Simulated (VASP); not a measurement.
# MgS (Fm-3m) in VASP: notebook

The runs below take MgS through single point, with LDA, PBE exchange alone, PBEsol, r2SCAN+rVV10.

Program: VASP 6.6.1. These are calculated values, not measurements. Logs are shortened: lines on timing, memory, paths and dates and some standing lists are left out, and cuts for length are marked.

## 1. The cell of the first run

The structure is cubic, space group Fm-3m (No. 225). The conventional cell has a = 5.133 Å, b = 5.133 Å, c = 5.133 Å, α = 90.00°, β = 90.00°, γ = 90.00°. Within 3.4 Å of S (site symmetry m-3m) lie 6 Mg at 2.57 Å. Mg (site symmetry m-3m) has 6 S at 2.57 Å within 3.4 Å.

## 2. Single point, LDA

Input file INCAR:

```
ALGO     = Normal         # electronic algorithm
EDIFF    = 1E-6           # SCF threshold, eV
ENCUT    = 840            # plane-wave cutoff, eV
GGA_COMPAT= F            
ISIF     = 2              # what is computed and relaxed
ISMEAR   = -1             # smearing method
LASPH    = T              # aspherical terms in the spheres
LCHARG   = T              # write CHGCAR
LELF     = T              # ELF
LREAL    = F              # projectors in reciprocal space
LVHAR    = T            
LWAVE    = F              # write WAVECAR
NBANDS   = 15             # bands
NELM     = 120            # most SCF steps
PREC     = Accurate       # precision mode
SIGMA    = 0.05           # smearing width, eV
```

Input file KPOINTS:

```
k-points
0
Gamma
  9 9 9
```

Input file POSCAR:

```
MgS
1.0
    0.0000000000      2.5664882573      2.5664882573
    2.5664882573      0.0000000000      2.5664882573
    2.5664882573      2.5664882573      0.0000000000
S Mg
1 1
Direct
    0.5000000000      0.5000000000      0.5000000000
    0.0000000000      0.0000000000      0.0000000000
```

Potentials or basis: VASP PAW LDA potentials, release 64 (S, Mg_sv).

On the command line:

```bash
cat potpaw_LDA.64/S/POTCAR potpaw_LDA.64/Mg_sv/POTCAR > POTCAR
mpirun -np 1 vasp_std > vasp.out
```

OUTCAR:

```text
EDIFF = 1E-6
   ENCUT = 840
   ISIF = 2
   ISMEAR = -1
   LASPH = T
   LREAL = F
   NELM = 120
   PREC = Accurate

 ion  position               nearest neighbor table
   1  0.500  0.500  0.500-
   2  0.000  0.000  0.000-

  LATTYP: Found a face centered cubic cell.
 ALAT       =     5.1329765146

  Lattice vectors:

 A1 = (   0.0000000000,   2.5664882573,   2.5664882573)
 A2 = (   2.5664882573,   0.0000000000,   2.5664882573)
 A3 = (   2.5664882573,   2.5664882573,   0.0000000000)

Analysis of symmetry for initial positions (statically):
=====================================================================
 Subroutine PRICEL returns:
 Original cell was already a primitive cell.

 Routine SETGRP: Setting up the symmetry group for a
 face centered cubic supercell.

 Subroutine GETGRP returns: Found 48 space group operations
 (whereof 48 operations were pure point group operations)
 out of a pool of 48 trial point group operations.

The static configuration has the point symmetry O_h .

Analysis of symmetry for dynamics (positions and initial velocities):
=====================================================================
 Subroutine PRICEL returns:
 Original cell was already a primitive cell.

 Routine SETGRP: Setting up the symmetry group for a
 face centered cubic supercell.

 Subroutine GETGRP returns: Found 48 space group operations
 (whereof 48 operations were pure point group operations)
 out of a pool of 48 trial point group operations.

The dynamic configuration has the point symmetry O_h .

 Subroutine INISYM returns: Found 48 space group operations
 (whereof 48 operations are pure point group operations),
 and found     1 'primitive' translations

----------------------------------------------------------------------------------------

                                     Primitive cell

  volume of cell :      33.8102

  direct lattice vectors                    reciprocal lattice vectors
     0.000000000  2.566488257  2.566488257    -0.194818737  0.194818737  0.194818737
     2.566488257  0.000000000  2.566488257     0.194818737 -0.194818737  0.194818737
     2.566488257  2.566488257  0.000000000     0.194818737  0.194818737 -0.194818737

  length of vectors
     3.629562501  3.629562501  3.629562501     0.337435950  0.337435950  0.337435950

  position of ions in fractional coordinates (direct lattice)
     0.500000000  0.500000000  0.500000000
     0.000000000  0.000000000  0.000000000

  ion indices of the primitive-cell ions
   primitive index   ion index
                 1           1
                 2           2

----------------------------------------------------------------------------------------

 KPOINTS: k-points

Automatic generation of k-mesh.
 Grid dimensions read from file:
 generate k-points for:    9    9    9

 Generating k-lattice:

  Cartesian coordinates                     Fractional coordinates (reciprocal lattice)
    -0.021646526  0.021646526  0.021646526     0.111111111  0.000000000  0.000000000
     0.021646526 -0.021646526  0.021646526     0.000000000  0.111111111  0.000000000
     0.021646526  0.021646526 -0.021646526     0.000000000  0.000000000  0.111111111

  Length of vectors
     0.037492883  0.037492883  0.037492883

  Shift w.r.t. Gamma in fractional coordinates (k-lattice)
     0.000000000  0.000000000  0.000000000

 Subroutine IBZKPT returns following result:
 ===========================================

 Found     35 irreducible k-points:

 Following reciprocal coordinates:
            Coordinates               Weight
  0.000000  0.000000  0.000000      1.000000
  0.111111  0.000000  0.000000      8.000000
  0.222222  0.000000  0.000000      8.000000
  0.333333  0.000000  0.000000      8.000000
  0.444444  0.000000  0.000000      8.000000
  0.111111  0.111111  0.000000      6.000000
[... 16 lines left out ...]
 -0.333333  0.333333  0.000000     12.000000
  0.444444  0.444444  0.000000      6.000000
 [... further k-points ...]
   k-points           NKPTS =     35   k-points in BZ     NKDIM =     35   number of bands    NBANDS=     15
   number of dos      NEDOS =    301   number of ions     NIONS =      2
   total plane-waves  NPLWV =  46656
   dimension x,y,z NGX =    36 NGY =   36 NGZ =   36
   dimension x,y,z NGXF=    72 NGYF=   72 NGZF=   72
   ions per type =               1   1
   NGX,Y,Z   is equivalent  to a cutoff of  16.49, 16.49, 16.49 a.u.
   NGXF,Y,Z  is equivalent  to a cutoff of  32.98, 32.98, 32.98 a.u.
 SYSTEM =  unknown system
   PREC   = accura    normal or accurate (medium, high low for compatibility)
   ISTART =      0    job   : 0-new  1-cont  2-samecut
   ICHARG =      2    charge: 1-file 2-atom 10-const
   ISPIN  =      1    spin polarized calculation?
   LNONCOLLINEAR =      F non collinear calculations
   LSORBIT =      F    spin-orbit coupling
   LASPH  =      T    aspherical Exc in radial PAW
   ENCUT  =  840.0 eV  61.74 Ry    7.86 a.u.   8.58  8.58  8.58*2*pi/ulx,y,z
   NELM   =    120;   NELMIN=  2; NELMDL= -5     # of ELM steps
   EDIFF  = 0.1E-05   stopping-criterion for ELM
   LREAL  =      F    real-space projection
   EDIFFG = 0.1E-04   stopping-criterion for IOM
   NSW    =      0    number of steps for IOM
   IBRION =     -1    ionic relax: 0-MD 1-quasi-New 2-CG
   NFREE  =      0    steps in history (QN), initial steepest desc. (CG)
   ISIF   =      2    stress and relaxation
   ISYM   =      2    0-nonsym 1-usesym 2-fastsym
   POTIM  = 0.5000    time-step for ionic-motion
   TEBEG  =    0.0;   TEEND  =   0.0 temperature during run
   PSTRESS=    0.0 pullay stress
   NELECT =      16.0000    total number of electrons
   NUPDOWN=      -1.0000    fix difference up-down
   EMIN   =  10.00;   EMAX   =-10.00  energy-range for DOS
   EFERMI =   0.00;   METHOD = LEGACY
   ISMEAR =    -1;   SIGMA  =   0.05  broadening in eV -4-tet -1-fermi 0-gaus
   EFERMI_NEDOS =   21; number of points for ismear=-14 and -15
   IALGO  =     38    algorithm
   IMIX   =      4    mixing-type and parameters
     AMIX     =   0.40;   BMIX     =  1.00
     AMIX_MAG =   1.60;   BMIX_MAG =  1.00
  volume/ion in A,a.u.               =      16.91       114.08
  Fermi-wavevector in a.u.,A,eV,Ry     =   1.275750  2.410818 22.143996  1.627538
  Thomas-Fermi vector in A             =   2.408445
   LORBIT       =      0    0 simple, 1 ext, 2 COOP (PROOUT), +10 PAW based schemes
   GGA     = CA    functional components
   LHFCALC =     F    Hartree Fock is set to
   AEXX    =    0.0000 exact exchange contribution
   IVDW    =     0    specifies the selected vdW correction
   LEPSILON=     F    determine dielectric tensor
   LRPA    =     F    only Hartree local field effects (RPA)
 non-spin polarized calculation
  energy-cutoff  :      840.00
  volume of cell :       33.81
 maximum number of plane-waves:      1893
   NGX = 17   NGY = 17   NGZ = 17

 number of electron      15.9999993 magnetization

 Free energy of the ion-electron system (eV)
  ---------------------------------------------------
  ext. energy  EPLUGINS =         0.00000000
  ---------------------------------------------------
  free energy    TOTEN  =        -9.49050673 eV

  energy without entropy =       -9.49050673  energy(sigma->0) =       -9.49050673

 E-fermi :   5.0638     XC(G=0): -10.3449

 val. band max:        3.7969114138   @ k =   0.0000   0.0000   0.0000
 cond. band min:       6.5910884541   @ k =   0.4444   0.4444   0.0000
 fundamental gap:      2.7941770403
 Fermi energy:         5.0638034664

 k-point     1 :       0.0000    0.0000    0.0000
  band No.  band energies     occupation
      1     -69.9902      2.00000
      2     -37.4791      2.00000
      3     -37.4791      2.00000
      4     -37.4791      2.00000
      5      -9.0802      2.00000
      6       3.7969      2.00000
      7       3.7969      2.00000
      8       3.7969      2.00000
      9       7.6279      0.00000
     10      11.6025      0.00000
     11      11.6025      0.00000
     12      11.6025      0.00000
     13      14.1028      0.00000
     14      14.1028      0.00000
     15      16.2402      0.00000

 k-point     2 :       0.1111    0.0000    0.0000
  band No.  band energies     occupation
      1     -69.9901      2.00000
      2     -37.4801      2.00000
      3     -37.4792      2.00000
      4     -37.4792      2.00000
      5      -8.9499      2.00000
      6       2.8874      2.00000
      7       3.7071      2.00000
      8       3.7071      2.00000
      9       8.3102      0.00000
     10      11.3329      0.00000
     11      11.8331      0.00000
     12      11.8331      0.00000
     13      13.5303      0.00000
     14      13.5303      0.00000
     15      16.5949      0.00000

 k-point     3 :       0.2222    0.0000    0.0000
  band No.  band energies     occupation
      1     -69.9900      2.00000
      2     -37.4826      2.00000
      3     -37.4796      2.00000
      4     -37.4796      2.00000
      5      -8.5864      2.00000
      6       1.2463      2.00000
      7       3.4997      2.00000
      8       3.4997      2.00000
      9       8.7690      0.00000
     10      11.6810      0.00000
     11      11.6810      0.00000
     12      11.8413      0.00000
     13      13.7252      0.00000
     14      13.7252      0.00000
     15      15.8841      0.00000
[... 343 lines left out ...]
 k-point    23 :      -0.3333    0.3333    0.0000
  band No.  band energies     occupation
      1     -69.9895      2.00000
      2     -37.4848      2.00000
      3     -37.4845      2.00000
      4     -37.4811      2.00000
      5      -7.3017      2.00000
      6      -0.0657      2.00000
      7       0.2481      2.00000
      8       2.5696      2.00000
      9       8.0963      0.00000
     10      11.5512      0.00000
     11      12.6908      0.00000
     12      13.0870      0.00000
     13      15.5856      0.00000
     14      16.2533      0.00000
     15      20.6076      0.00000

 k-point    24 :       0.4444    0.4444    0.0000
  band No.  band energies     occupation
      1     -69.9895      2.00000
      2     -37.4863      2.00000
      3     -37.4821      2.00000
      4     -37.4821      2.00000
      5      -7.3058      2.00000
      6      -0.5579      2.00000
      7       2.0397      2.00000
      8       2.0397      2.00000
      9       6.5911      0.00000
     10       7.9809      0.00000
     11      15.6334      0.00000
     12      16.5445      0.00000
     13      16.9360      0.00000
     14      16.9360      0.00000
     15      20.2598      0.00000

 [... further k-points ...]

------------------------ aborting loop because EDIFF is reached ----------------------------------------

  FORCE on cell =-STRESS in cart. coord.  units (eV):
  Direction    XX          YY          ZZ          XY          YZ          ZX
  --------------------------------------------------------------------------------------
  -------------------------------------------------------------------------------------
  Total       -0.0371741     -0.0371741     -0.0371741      0.0000000      0.0000000      0.0000000
  in kB       -1.7615836     -1.7615836     -1.7615836      0.0000000      0.0000000      0.0000000
  external PRESSURE =      -1.7615836 kB  Pullay stress =       0.0000000 kB

 VOLUME and BASIS-vectors are now :
 -----------------------------------------------------------------------------
  energy-cutoff  :      840.00
  volume of cell :       33.81
      direct lattice vectors                 reciprocal lattice vectors
     0.000000000  2.566488257  2.566488257    -0.194818737  0.194818737  0.194818737
     2.566488257  0.000000000  2.566488257     0.194818737 -0.194818737  0.194818737
     2.566488257  2.566488257  0.000000000     0.194818737  0.194818737 -0.194818737

 POSITION                                       TOTAL-FORCE (eV/Angst)
 -----------------------------------------------------------------------------------
      2.56649      2.56649      2.56649         0.000000      0.000000     -0.000000
      0.00000      0.00000      0.00000        -0.000000     -0.000000      0.000000
 -----------------------------------------------------------------------------------
    total drift:                                0.000000      0.000000      0.000000

  FREE ENERGIE OF THE ION-ELECTRON SYSTEM (eV)
  ---------------------------------------------------
  free  energy   TOTEN  =        -9.4905067259 eV

  energy  without entropy=       -9.4905067259  energy(sigma->0) =       -9.49050673
```

Wall time 33 s (1 thread of Intel Xeon Platinum 8488C (Sapphire Rapids), shared host); peak memory 0.18 GiB.

What came out:

| Item | Value |
| --- | --- |
| Free energy | -9.4905 eV |
| Pressure | -0.2 GPa |
| Band gap on the k mesh | 2.79 eV (least direct gap 3.83 eV) |

Caveat: an odd mesh through Γ misses points on the zone boundary, where band edges can lie. LDA gaps usually lie below the measured ones, often by a third to a half.

## 3. Single point, PBE exchange alone (14.09 Å³/atom)

This run uses another cell than the first one, of 14.09 Å³/atom.

Input file INCAR:

```
PREC     = Accurate       # precision mode
ENCUT    = 520            # plane-wave cutoff, eV
EDIFF    = 1E-7           # SCF threshold, eV
ISMEAR   = -1             # smearing method
SIGMA    = 0.1            # smearing width, eV
LREAL    = F              # projectors in reciprocal space
LASPH    = T              # aspherical terms in the spheres
NELM     = 60             # most SCF steps
ALGO     = Normal         # electronic algorithm
ISIF     = 2              # what is computed and relaxed
LWAVE    = F              # write WAVECAR
LCHARG   = F              # write CHGCAR
GGA      = PE             # functional
ALDAC    = 0.0          
AGGAC    = 0.0          
NBANDS   = 11             # bands
```

Input file KPOINTS:

```
Automatic mesh
0
Gamma
  9 9 9
```

Input file POSCAR:

```
MgS
1.0
    0.0000000000      2.4151579178      2.4151579178
    2.4151579178      0.0000000000      2.4151579178
    2.4151579178      2.4151579178      0.0000000000
S Mg
1 1
Direct
    0.5000000000      0.5000000000      0.5000000000
    0.0000000000      0.0000000000      0.0000000000
```

Potentials or basis: VASP PAW PBE potentials, release 64 (S, Mg).

On the command line:

```bash
cat potpaw_PBE.64/S/POTCAR potpaw_PBE.64/Mg/POTCAR > POTCAR
mpirun -np 1 vasp_std > vasp.out
```

Wall time 7.1 s (1 thread of AMD EPYC 9R45 (Zen 5), shared host); peak memory 0.13 GiB.

It converged, with:

- Free energy: -5.2265 eV
- Pressure: 41.2 GPa
- Band gap on the k mesh: 3.53 eV (least direct gap 5.67 eV)

Levels at points of the mesh, in eV from the valence-band top:
| k point | band 2 | band 3 | band 4 | band 5 | band 6 | band 7 |
| --- | --- | --- | --- | --- | --- | --- |
| (0.00, 0.00, 0.00) | 0.00 | 0.00 | 0.00 | 6.07 | 7.87 | 7.87 |

Caveat: the cell stands under pressure; an odd mesh through Γ misses points on the zone boundary, where band edges can lie.

(Continued in part 2 of 3.)
